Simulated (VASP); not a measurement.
Wanted: the native input for a VASP 6.6.1 run.

```yaml
Task: single point
Functional: PBE
Potentials_or_basis: VASP PAW PBE potentials, release 64 (As, B)
Cutoff: 520 eV
k_mesh: 10 × 10 × 10
Occupations: gaussian, width 0.029 eV
Spin: no spin polarisation
Dipole_correction: no
Further_INCAR_settings: ALGO = Normal; EDIFF = 1e-07; NBANDS = 11
```

The structure of BAs lies in POSCAR:

```
BAs
1.0
    0.0000000000      2.3885000000      2.3885000000
    2.3885000000      0.0000000000      2.3885000000
    2.3885000000      2.3885000000      0.0000000000
As B
1 1
Direct
    0.7500000000      0.7500000000      0.7500000000
    0.0000000000      0.0000000000      0.0000000000
```

One way to write it, as run:

INCAR

```
SYSTEM = BAs
PREC     = Accurate       ! precision mode
ENCUT    = 520            ! plane-wave cutoff, eV
EDIFF    = 1E-7           ! SCF threshold, eV
ISMEAR   = 0              ! smearing method
SIGMA    = 0.028999999999999998 ! smearing width, eV
LREAL    = .FALSE.        ! projectors in reciprocal space
LASPH    = .TRUE.         ! aspherical terms in the spheres
NELM     = 60             ! most SCF steps
ALGO     = Normal         ! electronic algorithm
ISIF     = 2              ! what is computed and relaxed
LWAVE    = .FALSE.        ! write WAVECAR
LCHARG   = .FALSE.        ! write CHGCAR
GGA      = PE             ! functional
NBANDS   = 11             ! bands
```

KPOINTS

```
Automatic mesh
0
G
  10 10 10
  0 0 0
```

Potentials or basis: VASP PAW PBE potentials, release 64 (As, B).

The run is started by

```sh
$ cat potpaw_PBE.64/As/POTCAR potpaw_PBE.64/B/POTCAR > POTCAR
$ mpirun -np 1 vasp_std > vasp.out
```

Results of the run:

* Pressure: 3.4 GPa
* Band gap on the k mesh: 1.18 eV, indirect (least direct gap 3.28 eV)

Wall time 15 s on 1 thread of AMD EPYC 7R43 64-Core Processor (Zen 3), on a shared host, peak memory 0.13 GiB.
